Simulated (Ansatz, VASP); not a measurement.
## Two plane-wave programs on K4Te

Contents of INCAR:

```
ALGO = Normal
EDIFF = 1E-7
ENCUT = 520
GGA = PE
ISIF = 2
ISMEAR = 0
LASPH = True
LCHARG = False
LREAL = False
LWAVE = False
NBANDS = 29
NELM = 80
PREC = Accurate
SIGMA = 0.1
```

The input KPOINTS:

```
k-points
0
Gamma
  4 4 4
```

File POSCAR:

```
K4Te
1.0
    6.0400103300      0.0000000000      0.0000000000
    0.0000000000      6.0400103300      0.0000000000
    0.0000000000      0.0000000000      6.0400103300
K Te
4 1
Direct
    0.2437810800      0.7562189200      0.7562189200
    0.7562189200      0.2437810800      0.7562189200
    0.7562189200      0.7562189200      0.2437810800
    0.2437810800      0.2437810800      0.2437810800
    0.0000000000      0.0000000000      0.0000000000
```

Input for Ansatz:

```yaml
crystal:
  lattice:
    - [6.04001033, 0.0, 0.0]
    - [0.0, 6.04001033, 0.0]
    - [0.0, 0.0, 6.04001033]
  atoms:
    - { symbol: K, position: [0.24378108, 0.75621892, 0.75621892] }
    - { symbol: K, position: [0.75621892, 0.24378108, 0.75621892] }
    - { symbol: K, position: [0.75621892, 0.75621892, 0.24378108] }
    - { symbol: K, position: [0.24378108, 0.24378108, 0.24378108] }
    - { symbol: Te, position: [0.0, 0.0, 0.0] }
basis:
  ecutwfc: 420
kpoints:
  mp_grid: { grid: [4, 4, 4] }
hamiltonian:
  xc: pbe
scf:
  occupations: { method: gaussian, width: 0.1 }
  lower_state_search: "off"
output:
  forces: true
  stress: true
  eigenvalues: true
```

Change from the starting cell: species swapped into the SnI4 type (P-43m, No. 215).

Alike in both runs: task single point; functional PBE; k mesh 4 × 4 × 4; occupations gaussian, width 0.1 eV; no spin polarisation.

|  | VASP | Ansatz |
| --- | --- | --- |
| version | VASP 6.6.1 | Ansatz 0.2.0 |
| potentials or method | VASP PAW PBE potentials, release 64 (K_sv, Te), cutoff 520 eV | scalar-relativistic, plane waves, PAW |
| valence electrons in the cell | 42 | 52 |

Ansatz gave:

- gap on the k mesh at the Fermi level (eV): none
- pressure (GPa): 12.6
- rms of the force components (eV/Å): 2.326

Question: What did VASP give for the same quantities?

Answer: gap on the k mesh at the Fermi level (eV): none; pressure (GPa): 12.7; rms of the force components (eV/Å): 2.347.

Atom by atom the forces differ by 0.021 eV/Å (rms over components). A gap of «none» marks a metal or a gap that the smearing closes. VASP's potentials hold 42 valence electrons a cell and Ansatz's 52, so a difference there can come from the potentials and not from the codes.

Neither program's run includes spin-orbit coupling.
